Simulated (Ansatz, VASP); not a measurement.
## One calculation of TiAl, two programs

INCAR

```
PREC = Accurate
ENCUT = 600
EDIFF = 1E-6
ISMEAR = -1
SIGMA = 0.15
LREAL = False
LASPH = True
NELM = 100
ALGO = Fast
ISIF = 3
LWAVE = False
LCHARG = False
IBRION = 2
NSW = 80
EDIFFG = -0.001
```

File KPOINTS:

```
regular mesh
0
Gamma
  12 12 8
```

The input POSCAR:

```
TiAl
1.0
    2.7689289545      0.0000000000      0.0000000000
    0.0000000000      2.7689289545      0.0000000000
    0.0000000000      0.0000000000      3.9911364215
Ti Al
1 1
Direct
    0.5000000000      0.5000000000      0.5000000000
    0.0000000000      0.0000000000      0.0000000000
```

Input for Ansatz:

```yaml
crystal:
  lattice:
    - [2.7689289545, 0.0, 0.0]
    - [0.0, 2.7689289545, 0.0]
    - [0.0, 0.0, 3.9911364215]
  atoms:
    - { symbol: Ti, position: [0.5, 0.5, 0.5] }
    - { symbol: Al, position: [0.0, 0.0, 0.0] }
basis:
  ecutwfc: 420
kpoints:
  mp_grid: { grid: [12, 12, 8] }
hamiltonian:
  xc: lda
  pseudopotentials: { kind: paw, azcp: { folder: soft_1 } }
scf:
  occupations: { method: fermi_dirac, width: 0.15 }
output:
  forces: true
  stress: true
  eigenvalues: true
relax:
  adjacent_minimum: "off"
  f_tol: 0.001
  max_steps: 60
  cell: { stress_tol: 0.01 }
```

Alike in both runs: task relaxation of cell and atoms; functional LDA; k mesh 12 × 12 × 8; occupations fermi-dirac, width 0.15 eV; no spin polarisation.

```csv
,VASP,Ansatz
version,VASP 6.6.1,Ansatz 0.2.0
potentials or method,"VASP PAW LDA potentials, release 64 (Ti_sv, Al), cutoff 600 eV","scalar-relativistic, plane waves, PAW"
valence electrons in the cell,15,15
```

|  | VASP | Ansatz | Ansatz less VASP |
| --- | --- | --- | --- |
| gap on the k mesh at the Fermi level, each at its own relaxed structure (eV) | none | none | - |
| relaxed volume (Å³/atom) | 15.35 | 15.33 | -0.024 |
| relaxed cell length with the largest relative difference (Å) | 4.001 | 3.997 | -0.0034 |

Ansatz warns that its potentials were made for another functional, while VASP's fit it. LDA's correlation is that of Perdew and Zunger in VASP and of Perdew and Wang (1992) in Ansatz. A gap of «none» marks a metal or a gap that the smearing closes.
